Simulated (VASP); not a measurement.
# HfNbF3 (Amm2) in VASP: single point with PBE

Aim: the single point of HfNbF3 with PBE.

Program: VASP 6.6.1. These are calculated values, not measurements. Logs are shortened: lines on timing, memory, paths and dates and some standing lists are left out, and cuts for length are marked.

## Step 1: The cell of the first run

Symmetry: Amm2, No. 38, orthorhombic system. The conventional cell has a = 2.952 Å, b = 7.542 Å, c = 6.677 Å, α = 90.00°, β = 90.00°, γ = 90.00°. Within 3.0 Å of Hf (site symmetry mm2) lie 4 F at 2.21 to 2.24 Å and 2 Nb at 2.81 Å and 2 Hf at 2.95 Å. Within 3.0 Å of Nb (site symmetry mm2) lie 5 F at 2.24 to 2.60 Å and 2 Hf at 2.81 Å and 2 Nb at 2.95 Å. Within 3.4 Å of F (site symmetry m) lie 2 Hf at 2.21 to 3.33 Å and 2 Nb at 2.24 Å and 9 F at 2.91 to 3.39 Å. Within 3.1 Å of F (site symmetry mm2) lie 2 Hf at 2.24 Å and 1 Nb at 2.60 Å and 10 F at 2.91 to 3.01 Å.

The cell was built from a structure type or drawn by symmetry, and may not be a known phase.

## Step 2: Single point, PBE

File INCAR:

```
SYSTEM = HfNbF3
  PREC = Accurate
  ENCUT = 520
  EDIFF = 1E-6
  ISMEAR = 0
  SIGMA = 0.02
  LREAL = .FALSE.
  LASPH = .TRUE.
  NELM = 100
  ALGO = Normal
  ISIF = 2
  LWAVE = .FALSE.
  LCHARG = .FALSE.
  GGA = PE
  NBANDS = 30
```

File KPOINTS:

```
regular mesh
0
G
  12 8 8
  0 0 0
```

File POSCAR:

```
HfNbF3
1.0
    2.9520098038      0.0000000000      0.0000000000
    0.0000000000      3.7708029250      3.3385791460
    0.0000000000     -3.7708029250      3.3385791460
Hf Nb F
1 1 3
Direct
    0.5000000000      0.2745861762      0.2745861762
    0.0000000000      0.9160431000      0.9160431000
    0.5000000000      0.6257475040      0.0504665230
    0.5000000000      0.0504665230      0.6257475040
    0.0000000000      0.5261566967      0.5261566967
```

Potentials or basis: VASP PAW PBE potentials, release 64 (Hf_pv, Nb_sv, F).

Command:

```
$ cat potpaw_PBE.64/Hf_pv/POTCAR potpaw_PBE.64/Nb_sv/POTCAR potpaw_PBE.64/F/POTCAR > POTCAR
$ mpirun -np 1 vasp_std > vasp.out
```

OUTCAR:

```text
SYSTEM = HfNbF3
   PREC = Accurate
   ENCUT = 520
   EDIFF = 1E-6
   ISMEAR = 0
   LREAL = .FALSE.
   LASPH = .TRUE.
   NELM = 100
   ISIF = 2
   GGA = PE

 ion  position               nearest neighbor table
   1  0.500  0.275  0.275-   3 2.21   4 2.21   5 2.24   5 2.24   2 2.81   2 2.81
   2  0.000  0.916  0.916-   3 2.24   4 2.24   3 2.24   4 2.24   1 2.81   1 2.81
   3  0.500  0.626  0.050-   1 2.21   2 2.24   2 2.24
   4  0.500  0.050  0.626-   1 2.21   2 2.24   2 2.24
   5  0.000  0.526  0.526-   1 2.24   1 2.24

  LATTYP: Found a base centered orthorhombic cell.
 ALAT       =     6.6771582920
 B/A-ratio  =     1.1294633915
 C/A-ratio  =     0.4421057095

  Lattice vectors:

 A1 = (   0.0000000000,   3.7708029250,   3.3385791460)
 A2 = (   0.0000000000,  -3.7708029250,   3.3385791460)
 A3 = (   2.9520098038,   0.0000000000,   0.0000000000)

Analysis of symmetry for initial positions (statically):
=====================================================================
 Subroutine PRICEL returns:
 Original cell was already a primitive cell.

 Routine SETGRP: Setting up the symmetry group for a
 base centered orthorhombic supercell.

 Subroutine GETGRP returns: Found  4 space group operations
 (whereof  4 operations were pure point group operations)
 out of a pool of  8 trial point group operations.

The static configuration has the point symmetry C_2v.

Analysis of symmetry for dynamics (positions and initial velocities):
=====================================================================
 Subroutine PRICEL returns:
 Original cell was already a primitive cell.

 Routine SETGRP: Setting up the symmetry group for a
 base centered orthorhombic supercell.

 Subroutine GETGRP returns: Found  4 space group operations
 (whereof  4 operations were pure point group operations)
 out of a pool of  8 trial point group operations.

The dynamic configuration has the point symmetry C_2v.

 Subroutine INISYM returns: Found  4 space group operations
 (whereof  4 operations are pure point group operations),
 and found     1 'primitive' translations

----------------------------------------------------------------------------------------

                                     Primitive cell

  volume of cell :      74.3264

  direct lattice vectors                    reciprocal lattice vectors
     2.952009804  0.000000000  0.000000000     0.338752263  0.000000000  0.000000000
     0.000000000  3.770802925  3.338579146     0.000000000  0.132597754  0.149764309
     0.000000000 -3.770802925  3.338579146     0.000000000 -0.132597754  0.149764309

  length of vectors
     2.952009804  5.036374233  5.036374233     0.338752263  0.200028780  0.200028780

  position of ions in fractional coordinates (direct lattice)
     0.500000000  0.274586176  0.274586176
     0.000000000  0.916043100  0.916043100
     0.500000000  0.625747504  0.050466523
     0.500000000  0.050466523  0.625747504
     0.000000000  0.526156697  0.526156697

  ion indices of the primitive-cell ions
   primitive index   ion index
                 1           1
                 2           2
                 3           3
                 4           4
                 5           5

----------------------------------------------------------------------------------------

 KPOINTS: regular mesh

Automatic generation of k-mesh.
 Grid dimensions read from file:
 generate k-points for:   12    8    8

 Generating k-lattice:

  Cartesian coordinates                     Fractional coordinates (reciprocal lattice)
     0.028229355  0.000000000  0.000000000     0.083333333  0.000000000  0.000000000
     0.000000000  0.016574719  0.018720539     0.000000000  0.125000000  0.000000000
     0.000000000 -0.016574719  0.018720539     0.000000000  0.000000000  0.125000000

  Length of vectors
     0.028229355  0.025003597  0.025003597

  Shift w.r.t. Gamma in fractional coordinates (k-lattice)
     0.000000000  0.000000000  0.000000000

 Subroutine IBZKPT returns following result:
 ===========================================

 Found    147 irreducible k-points:

 Following reciprocal coordinates:
            Coordinates               Weight
  0.000000  0.000000  0.000000      1.000000
  0.083333  0.000000  0.000000      2.000000
  0.166667  0.000000  0.000000      2.000000
  0.250000  0.000000  0.000000      2.000000
  0.333333  0.000000  0.000000      2.000000
  0.416667  0.000000  0.000000      2.000000
[... 16 lines left out ...]
  0.083333  0.375000 -0.000000      8.000000
  0.166667  0.375000 -0.000000      8.000000
 [... further k-points ...]
   k-points           NKPTS =    147   k-points in BZ     NKDIM =    147   number of bands    NBANDS=     30
   number of dos      NEDOS =    301   number of ions     NIONS =      5
   total plane-waves  NPLWV =  38400
   dimension x,y,z NGX =    24 NGY =   40 NGZ =   40
   dimension x,y,z NGXF=    48 NGYF=   80 NGZF=   80
   ions per type =               1   1   3
   NGX,Y,Z   is equivalent  to a cutoff of  13.52, 13.20, 13.20 a.u.
   NGXF,Y,Z  is equivalent  to a cutoff of  27.03, 26.41, 26.41 a.u.
 SYSTEM =  HfNbF3
   PREC   = accura    normal or accurate (medium, high low for compatibility)
   ISTART =      0    job   : 0-new  1-cont  2-samecut
   ICHARG =      2    charge: 1-file 2-atom 10-const
   ISPIN  =      1    spin polarized calculation?
   LNONCOLLINEAR =      F non collinear calculations
   LSORBIT =      F    spin-orbit coupling
   LASPH  =      T    aspherical Exc in radial PAW
   ENCUT  =  520.0 eV  38.22 Ry    6.18 a.u.   5.49  9.36  9.36*2*pi/ulx,y,z
   NELM   =    100;   NELMIN=  2; NELMDL= -5     # of ELM steps
   EDIFF  = 0.1E-05   stopping-criterion for ELM
   LREAL  =      F    real-space projection
   EDIFFG = 0.1E-04   stopping-criterion for IOM
   NSW    =      0    number of steps for IOM
   IBRION =     -1    ionic relax: 0-MD 1-quasi-New 2-CG
   NFREE  =      0    steps in history (QN), initial steepest desc. (CG)
   ISIF   =      2    stress and relaxation
   ISYM   =      2    0-nonsym 1-usesym 2-fastsym
   POTIM  = 0.5000    time-step for ionic-motion
   TEBEG  =    0.0;   TEEND  =   0.0 temperature during run
   PSTRESS=    0.0 pullay stress
   NELECT =      44.0000    total number of electrons
   NUPDOWN=      -1.0000    fix difference up-down
   EMIN   =  10.00;   EMAX   =-10.00  energy-range for DOS
   EFERMI =   0.00;   METHOD = LEGACY
   ISMEAR =     0;   SIGMA  =   0.02  broadening in eV -4-tet -1-fermi 0-gaus
   EFERMI_NEDOS =   21; number of points for ismear=-14 and -15
   IALGO  =     38    algorithm
   IMIX   =      4    mixing-type and parameters
     AMIX     =   0.40;   BMIX     =  1.00
     AMIX_MAG =   1.60;   BMIX_MAG =  1.00
  volume/ion in A,a.u.               =      14.87       100.32
  Fermi-wavevector in a.u.,A,eV,Ry     =   1.374605  2.597627 25.708742  1.889539
  Thomas-Fermi vector in A             =   2.500016
   LORBIT       =      0    0 simple, 1 ext, 2 COOP (PROOUT), +10 PAW based schemes
   GGA     = PE    functional components
   LHFCALC =     F    Hartree Fock is set to
   AEXX    =    0.0000 exact exchange contribution
   IVDW    =     0    specifies the selected vdW correction
   LEPSILON=     F    determine dielectric tensor
   LRPA    =     F    only Hartree local field effects (RPA)
 non-spin polarized calculation
 Gauss-broadening in eV      SIGMA  =   0.02
  energy-cutoff  :      520.00
  volume of cell :       74.33
 maximum number of plane-waves:      2024
 NGX is ok and might be reduce to    24
   NGX = 11   NGY = 19   NGZ = 19

 number of electron      44.0000004 magnetization

 Free energy of the ion-electron system (eV)
  ---------------------------------------------------
  ext. energy  EPLUGINS =         0.00000000
  ---------------------------------------------------
  free energy    TOTEN  =       -36.14726560 eV

  energy without entropy =      -36.14726560  energy(sigma->0) =      -36.14726560

 E-fermi :   5.5637     XC(G=0): -10.4478

 val. band max:        5.4625323589   @ k =   0.1667   0.0000   0.0000
 cond. band min:       5.8104030342   @ k =   0.1667   0.2500   0.2500
 fundamental gap:      0.3478706752
 Fermi energy:         5.5636620252

 k-point     1 :       0.0000    0.0000    0.0000
  band No.  band energies     occupation
      1     -50.1751      2.00000
      2     -26.5620      2.00000
      3     -26.2875      2.00000
      4     -26.0978      2.00000
      5     -26.0496      2.00000
      6     -25.5201      2.00000
[... 22 lines left out ...]
     29      10.1076      0.00000
     30      10.8575      0.00000

 k-point     2 :       0.0833    0.0000    0.0000
  band No.  band energies     occupation
      1     -50.1698      2.00000
      2     -26.5463      2.00000
      3     -26.2737      2.00000
      4     -26.1589      2.00000
      5     -26.0440      2.00000
      6     -25.5314      2.00000
[... 22 lines left out ...]
     29       9.8505      0.00000
     30      10.5384      0.00000

 k-point     3 :       0.1667    0.0000    0.0000
  band No.  band energies     occupation
      1     -50.1554      2.00000
      2     -26.5031      2.00000
      3     -26.3552      2.00000
      4     -26.1966      2.00000
      5     -26.0288      2.00000
      6     -25.6031      2.00000
[... 22 lines left out ...]
     29       9.3935      0.00000
     30      10.5996      0.00000

 k-point     4 :       0.2500    0.0000    0.0000
  band No.  band energies     occupation
      1     -50.1357      2.00000
      2     -26.5710      2.00000
      3     -26.4425      2.00000
      4     -26.1351      2.00000
      5     -26.0082      2.00000
      6     -25.7576      2.00000
[... 22 lines left out ...]
     29       9.1407      0.00000
     30      10.7587      0.00000

 k-point     5 :       0.3333    0.0000    0.0000
  band No.  band energies     occupation
      1     -50.1159      2.00000
      2     -26.7793      2.00000
      3     -26.3800      2.00000
      4     -26.1347      2.00000
      5     -25.9880      2.00000
      6     -25.8458      2.00000
[... 22 lines left out ...]
     29       9.4084      0.00000
     30      10.9247      0.00000
[... 526 lines left out ...]
     29      10.8954      0.00000
     30      11.6443      0.00000

 k-point    22 :       0.0000    0.3750   -0.0000
  band No.  band energies     occupation
      1     -50.1750      2.00000
      2     -26.5655      2.00000
      3     -26.2569      2.00000
      4     -26.0970      2.00000
      5     -26.0536      2.00000
      6     -25.5636      2.00000
[... 22 lines left out ...]
     29       9.8316      0.00000
     30      10.0300      0.00000

 k-point    23 :       0.0833    0.3750   -0.0000
  band No.  band energies     occupation
      1     -50.1698      2.00000
      2     -26.5498      2.00000
      3     -26.2467      2.00000
      4     -26.1668      2.00000
      5     -26.0377      2.00000
      6     -25.5716      2.00000
[... 22 lines left out ...]
     29       9.5341      0.00000
     30      10.1999      0.00000

 k-point    24 :       0.1667    0.3750   -0.0000
  band No.  band energies     occupation
      1     -50.1554      2.00000
      2     -26.5066      2.00000
      3     -26.3636      2.00000
      4     -26.1795      2.00000
      5     -26.0179      2.00000
      6     -25.6290      2.00000
[... 22 lines left out ...]
     29       9.7462      0.00000
     30      10.4116      0.00000

 [... further k-points ...]
[... 5 lines left out ...]
  --------------------------------------------------------------------------------------
  -------------------------------------------------------------------------------------
  Total       -0.4181017     -0.5742562     -0.5292588      0.0000000      0.0000000      0.0000000
  in kB       -9.0125815    -12.3786407    -11.4086794      0.0000000      0.0000000      0.0000000
  external PRESSURE =     -10.9333005 kB  Pullay stress =       0.0000000 kB

 VOLUME and BASIS-vectors are now :
 -----------------------------------------------------------------------------
  energy-cutoff  :      520.00
  volume of cell :       74.33
      direct lattice vectors                 reciprocal lattice vectors
     2.952009804  0.000000000  0.000000000     0.338752263  0.000000000  0.000000000
     0.000000000  3.770802925  3.338579146     0.000000000  0.132597754  0.149764309
     0.000000000 -3.770802925  3.338579146     0.000000000 -0.132597754  0.149764309

 POSITION                                       TOTAL-FORCE (eV/Angst)
 -----------------------------------------------------------------------------------
      1.47600      0.00000      1.83346         0.000000     -0.000000      0.116357
      0.00000      0.00000      6.11656         0.000000     -0.000000      0.046564
      1.47600      2.16927      2.25759         0.000000     -0.097981     -0.015431
      1.47600     -2.16927      2.25759         0.000000      0.097981     -0.015431
      0.00000      0.00000      3.51323         0.000000     -0.000000     -0.132059
 -----------------------------------------------------------------------------------
    total drift:                                0.000000      0.000001     -0.002122

  FREE ENERGIE OF THE ION-ELECTRON SYSTEM (eV)
  ---------------------------------------------------
  free  energy   TOTEN  =       -36.1472656034 eV

  energy  without entropy=      -36.1472656034  energy(sigma->0) =      -36.14726560
```

It took 3.7 min on 1 thread of Intel Xeon Platinum 8259CL at 2.50GHz (Skylake/Cascade Lake), shared host; peak memory 0.42 GiB.

Results:

```yaml
Free_energy: -36.1473 eV
Pressure: -1.1 GPa
Largest_force: 0.132 eV/Å
Band_gap_on_the_k_mesh: 0.35 eV (least direct gap 0.44 eV)
```

Forces in eV/Å, atoms in the order of the input:
```
Hf   0.000  0.000  0.116
Nb   0.000  0.000  0.047
F    0.000 -0.098 -0.015
F    0.000  0.098 -0.015
F    0.000  0.000 -0.132
```

Caveat: spin-orbit coupling is left out, which moves the levels of the heavy elements. A k mesh can miss the band edges.
